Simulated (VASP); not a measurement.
# WSe2 in VASP: notebook

WSe2 is run at these levels: LDA; tasks: single point.

All numbers are computed with VASP 6.6.1; they aren't measurements. Logs are shortened: lines on timing, memory, paths and dates and some standing lists are left out, and cuts for length are marked.

## Step 1: The cell of the first run

The cell holds a slab with vacuum, 6 atoms: a = 3.249 Å, b = 3.249 Å, c = 23.628 Å, α = 90.00°, β = 90.00°, γ = 120.00°.

## Step 2: Single point, LDA (atoms displaced along several vibrational modes)

Contents of INCAR:

```
PREC = Accurate
ENCUT = 520
EDIFF = 1E-7
ISMEAR = 0
SIGMA = 0.05
LREAL = False
LASPH = True
NELM = 80
ALGO = Normal
ISIF = 2
LWAVE = False
LCHARG = True
GGA = CA
LELF = True
LVHAR = True
NBANDS = 35
```

Contents of KPOINTS:

```
regular mesh
0
Gamma
  9 9 2
```

Contents of POSCAR:

```
WSe2
1.0
    3.2486079436      0.0000000000      0.0000000000
   -1.6243039718      2.8133770061      0.0000000000
    0.0000000000      0.0000000000     23.6283233151
W Se
2 4
Direct
    0.5451898648      0.3333333333      0.1354666708
    0.4548101352      0.6666666667      0.8645333292
    0.2102036707      0.6666666667      0.2058884835
    0.7861074646      0.3333333333      0.9351101390
    0.2138925354      0.6666666667      0.0648898610
    0.7897963293      0.3333333333      0.7941115165
```

Potentials or basis: VASP PAW LDA potentials, release 64 (W_sv, Se).

Run with:

```sh
$ cat potpaw_LDA.64/W_sv/POTCAR potpaw_LDA.64/Se/POTCAR > POTCAR
$ mpirun -np 1 vasp_std > vasp.out
```

OUTCAR:

```text
PREC = Accurate
   ENCUT = 520
   EDIFF = 1E-7
   ISMEAR = 0
   LREAL = False
   LASPH = True
   NELM = 80
   ISIF = 2
   GGA = CA

 ion  position               nearest neighbor table
   1  0.545  0.333  0.135-   3 2.50   5 2.51   3 2.51   5 2.51   3 2.51   5 2.51
   2  0.455  0.667  0.865-   6 2.50   4 2.51   6 2.51   4 2.51   6 2.51   4 2.51
   3  0.210  0.667  0.206-   1 2.50   1 2.51   1 2.51
   4  0.786  0.333  0.935-   2 2.51   2 2.51   2 2.51
   5  0.214  0.667  0.065-   1 2.51   1 2.51   1 2.51
   6  0.790  0.333  0.794-   2 2.50   2 2.51   2 2.51

  LATTYP: Found a hexagonal cell.
 ALAT       =     3.2486079436
 C/A-ratio  =     7.2733686937

  Lattice vectors:

 A1 = (   3.2486079436,   0.0000000000,   0.0000000000)
 A2 = (  -1.6243039718,   2.8133770061,   0.0000000000)
 A3 = (   0.0000000000,   0.0000000000,  23.6283233151)

Analysis of symmetry for initial positions (statically):
=====================================================================
 Subroutine PRICEL returns:
 Original cell was already a primitive cell.

 Routine SETGRP: Setting up the symmetry group for a
 hexagonal supercell.

 Subroutine GETGRP returns: Found  2 space group operations
 (whereof  2 operations were pure point group operations)
 out of a pool of 24 trial point group operations.

The static configuration has the point symmetry S_2 .

Analysis of symmetry for dynamics (positions and initial velocities):
=====================================================================
 Subroutine PRICEL returns:
 Original cell was already a primitive cell.

 Routine SETGRP: Setting up the symmetry group for a
 hexagonal supercell.

 Subroutine GETGRP returns: Found  2 space group operations
 (whereof  2 operations were pure point group operations)
 out of a pool of 24 trial point group operations.

The dynamic configuration has the point symmetry S_2 .

 Subroutine INISYM returns: Found  2 space group operations
 (whereof  2 operations are pure point group operations),
 and found     1 'primitive' translations

----------------------------------------------------------------------------------------

                                     Primitive cell

  volume of cell :     215.9525

  direct lattice vectors                    reciprocal lattice vectors
     3.248607944  0.000000000  0.000000000     0.307824156  0.177722360  0.000000000
[... 96 lines left out ...]
   EDIFFG = 0.1E-05   stopping-criterion for IOM
   NSW    =      0    number of steps for IOM
   IBRION =     -1    ionic relax: 0-MD 1-quasi-New 2-CG
   NFREE  =      0    steps in history (QN), initial steepest desc. (CG)
   ISIF   =      2    stress and relaxation
   ISYM   =      2    0-nonsym 1-usesym 2-fastsym
   POTIM  = 0.5000    time-step for ionic-motion
   TEBEG  =    0.0;   TEEND  =   0.0 temperature during run
   PSTRESS=    0.0 pullay stress
   NELECT =      52.0000    total number of electrons
   NUPDOWN=      -1.0000    fix difference up-down
   EMIN   =  10.00;   EMAX   =-10.00  energy-range for DOS
   EFERMI =   0.00;   METHOD = LEGACY
   ISMEAR =     0;   SIGMA  =   0.05  broadening in eV -4-tet -1-fermi 0-gaus
   EFERMI_NEDOS =   21; number of points for ismear=-14 and -15
   IALGO  =     38    algorithm
   IMIX   =      4    mixing-type and parameters
     AMIX     =   0.40;   BMIX     =  1.00
     AMIX_MAG =   1.60;   BMIX_MAG =  1.00
  volume/ion in A,a.u.               =      35.99       242.89
  Fermi-wavevector in a.u.,A,eV,Ry     =   1.018490  1.924666 14.113608  1.037321
  Thomas-Fermi vector in A             =   2.151950
   LORBIT       =      0    0 simple, 1 ext, 2 COOP (PROOUT), +10 PAW based schemes
   GGA     = CA    functional components
   LHFCALC =     F    Hartree Fock is set to
   AEXX    =    0.0000 exact exchange contribution
   IVDW    =     0    specifies the selected vdW correction
   LEPSILON=     F    determine dielectric tensor
   LRPA    =     F    only Hartree local field effects (RPA)
 non-spin polarized calculation
 Gauss-broadening in eV      SIGMA  =   0.05
  energy-cutoff  :      520.00
  volume of cell :      215.95
 maximum number of plane-waves:      5916
   NGX = 13   NGY = 13   NGZ = 87

 number of electron      51.9999999 magnetization

 Free energy of the ion-electron system (eV)
  ---------------------------------------------------
  ext. energy  EPLUGINS =         0.00000000
  ---------------------------------------------------
  free energy    TOTEN  =       -48.31797162 eV

  energy without entropy =      -48.31797162  energy(sigma->0) =      -48.31797162

 E-fermi :   1.4301     XC(G=0):  -6.5282

 val. band max:        1.1751920497   @ k =   0.0000   0.0000   0.0000
 cond. band min:       2.4824753458   @ k =  -0.2222   0.3333   0.0000
 fundamental gap:      1.3072832961
 Fermi energy:         1.4301053883

 k-point     1 :       0.0000    0.0000    0.0000
  band No.  band energies     occupation
      1     -72.5023      2.00000
      2     -72.5023      2.00000
      3     -37.0542      2.00000
      4     -37.0542      2.00000
      5     -36.8749      2.00000
      6     -36.8749      2.00000
[... 901 lines left out ...]
     34       5.6802      0.00000
     35       6.6284      0.00000

 [... further k-points ...]

------------------------ aborting loop because EDIFF is reached ----------------------------------------

  FORCE on cell =-STRESS in cart. coord.  units (eV):
  Direction    XX          YY          ZZ          XY          YZ          ZX
  --------------------------------------------------------------------------------------
  -------------------------------------------------------------------------------------
  Total        0.5443183      0.6759971      1.1667336      0.0408541      0.2852971      0.8172047
  in kB        4.0383633      5.0153042      8.6561379      0.3031012      2.1166536      6.0629401
  external PRESSURE =       5.9032685 kB  Pullay stress =       0.0000000 kB

 VOLUME and BASIS-vectors are now :
 -----------------------------------------------------------------------------
  energy-cutoff  :      520.00
  volume of cell :      215.95
      direct lattice vectors                 reciprocal lattice vectors
     3.248607944  0.000000000  0.000000000     0.307824156  0.177722360  0.000000000
    -1.624303972  2.813377006  0.000000000     0.000000000  0.355444719  0.000000000
     0.000000000  0.000000000 23.628323315     0.000000000  0.000000000  0.042322089

 POSITION                                       TOTAL-FORCE (eV/Angst)
 -----------------------------------------------------------------------------------
      1.22967      0.93779      3.20085         0.062134      0.018148      0.009034
      0.39463      1.87558     20.42747        -0.062134     -0.018148     -0.009034
     -0.40000      1.87558      4.86480         0.039969      0.000765      0.110062
      2.01232      0.93779     22.09508        -0.010172     -0.052935     -0.020416
     -0.38802      1.87558      1.53324         0.010172      0.052935      0.020416
      2.02430      0.93779     18.76352        -0.039969     -0.000765     -0.110062
 -----------------------------------------------------------------------------------
    total drift:                                0.000000      0.000000     -0.000000

  FREE ENERGIE OF THE ION-ELECTRON SYSTEM (eV)
  ---------------------------------------------------
  free  energy   TOTEN  =       -48.3179716244 eV

  energy  without entropy=      -48.3179716244  energy(sigma->0) =      -48.31797162
```

OSZICAR:

```text
N       E                     dE             d eps       ncg     rms          rms(c)
DAV:   1     0.471379477362E+03    0.47138E+03   -0.27279E+04  6708   0.131E+03
DAV:   2    -0.174453057961E+02   -0.48882E+03   -0.47435E+03  7207   0.333E+02
DAV:   3    -0.493022244083E+02   -0.31857E+02   -0.31450E+02  7245   0.818E+01
[... 16 lines left out ...]
DAV:  20    -0.483179673668E+02   -0.62470E-05   -0.25170E-07  5478   0.105E-03    0.594E-04
DAV:  21    -0.483179710181E+02   -0.36513E-05   -0.21243E-07  4617   0.733E-04    0.164E-04
DAV:  22    -0.483179714421E+02   -0.42398E-06   -0.13106E-08  4619   0.258E-04    0.902E-05
DAV:  23    -0.483179715721E+02   -0.13001E-06   -0.35601E-09  3583   0.130E-04    0.137E-04
DAV:  24    -0.483179716244E+02   -0.52242E-07   -0.18820E-09  3672   0.110E-04
   1 F= -.48317972E+02 E0= -.48317972E+02  d E =-.179203E-14
```

stdout:

```text
POSCAR found type information on POSCAR W Se
 POSCAR found :  2 types and       6 ions
 scaLAPACK will be used
 LDA part: xc-table for (Slater(with rela. corr.)+CA(PZ))
 , standard interpolation
 POSCAR, INCAR and KPOINTS ok, starting setup
 FFT: planning ... GRIDC
 FFT: planning ... GRID_SOFT
 FFT: planning ... GRID
 WAVECAR not read
 entering main loop
```

Run time: 14 min. Hardware: 1 thread of Intel Xeon Platinum 8259CL at 2.50GHz (Skylake/Cascade Lake), shared host; peak memory 0.6 GiB.

What came out:

```
Free energy            : -48.3180 eV
Largest force          : 0.117 eV/Å
Band gap on the k mesh : 1.31 eV (least direct gap 1.70 eV)
```

Forces in eV/Å, atoms in the order of the input:
```
W    0.062  0.018  0.009
W   -0.062 -0.018 -0.009
Se   0.040  0.001  0.110
Se  -0.010 -0.053 -0.020
Se   0.010  0.053  0.020
Se  -0.040 -0.001 -0.110
```

Levels at points of the mesh, in eV from the valence-band top:
```tsv
k point	band 23	band 24	band 25	band 26	band 27	band 28	band 29	band 30
(0.00, 0.00, 0.00)	-1.37	-1.35	-0.83	0.00	2.83	2.88	2.96	2.97
(0.00, 0.00, 0.50)	-1.37	-1.35	-0.83	0.00	2.83	2.88	2.96	2.97
```

Caveat: the cell differs from its parent crystal (atoms displaced along several vibrational modes); there is no dipole correction, which matters where the two faces differ; spin-orbit coupling is left out, which moves the levels of the heavy elements.

## Step 3: Single point, LDA (atoms displaced along several vibrational modes)

Contents of INCAR:

```
SYSTEM = WSe2
PREC = Accurate ; ENCUT = 520
EDIFF = 1E-6 ; ISMEAR = 0
SIGMA = 0.05 ; LREAL = .FALSE.
LASPH = .TRUE. ; NELM = 80
ALGO = Normal ; ISIF = 2
LWAVE = .FALSE. ; LCHARG = .FALSE.
GGA = CA ; NBANDS = 35
```

Contents of KPOINTS:

```
regular mesh
0
G
  9 9 2
  0 0 0
```

Contents of POSCAR:

```
WSe2
1.0
    3.2486079436      0.0000000000      0.0000000000
   -1.6243039718      2.8133770061      0.0000000000
    0.0000000000      0.0000000000     23.6283233151
W Se
2 4
Direct
    0.4948784577      0.3333333333      0.1354666708
    0.5155630836      0.6666666667      0.8645333292
    0.1363258732      0.6666666667      0.2058884835
    0.8458227974      0.3333333333      0.9351101390
    0.1421950101      0.6666666667      0.0648898610
    0.8513490046      0.3333333333      0.7941115165
```

Potentials or basis: VASP PAW LDA potentials, release 64 (W_sv, Se).

Run with:

```sh
$ cat potpaw_LDA.64/W_sv/POTCAR potpaw_LDA.64/Se/POTCAR > POTCAR
$ mpirun -np 1 vasp_std > vasp.out
```

Wall time 9.5 min (1 thread of Intel Xeon Platinum 8488C (Sapphire Rapids), shared host); peak memory 0.6 GiB.

Results (log left out):

```yaml
Free_energy: -48.2229 eV
Largest_force: 1.378 eV/Å
Band_gap_on_the_k_mesh: 1.24 eV (least direct gap 1.71 eV)
```

Forces in eV/Å, atoms in the order of the input:
```
W   -1.378  0.004 -0.014
W   -0.058 -0.033 -0.016
Se   0.792  0.027  0.194
Se   0.032 -0.097 -0.125
Se   0.678  0.100  0.076
Se  -0.066 -0.002 -0.114
```

Levels at points of the mesh, in eV from the valence-band top:
| k point | band 22 | band 23 | band 24 | band 25 | band 26 | band 27 | band 28 | band 29 | band 30 | band 31 |
| --- | --- | --- | --- | --- | --- | --- | --- | --- | --- | --- |
| (0.00, 0.00, 0.00) | -1.40 | -1.39 | -1.08 | -0.86 | 0.00 | 2.53 | 2.85 | 2.89 | 2.94 | 3.09 |
| (0.00, 0.00, 0.50) | -1.40 | -1.39 | -1.08 | -0.86 | 0.00 | 2.53 | 2.85 | 2.89 | 2.94 | 3.09 |

Caveat: the cell differs from its parent crystal (atoms displaced along several vibrational modes); there is no dipole correction, which matters where the two faces differ; spin-orbit coupling is left out, which moves the levels of the heavy elements.
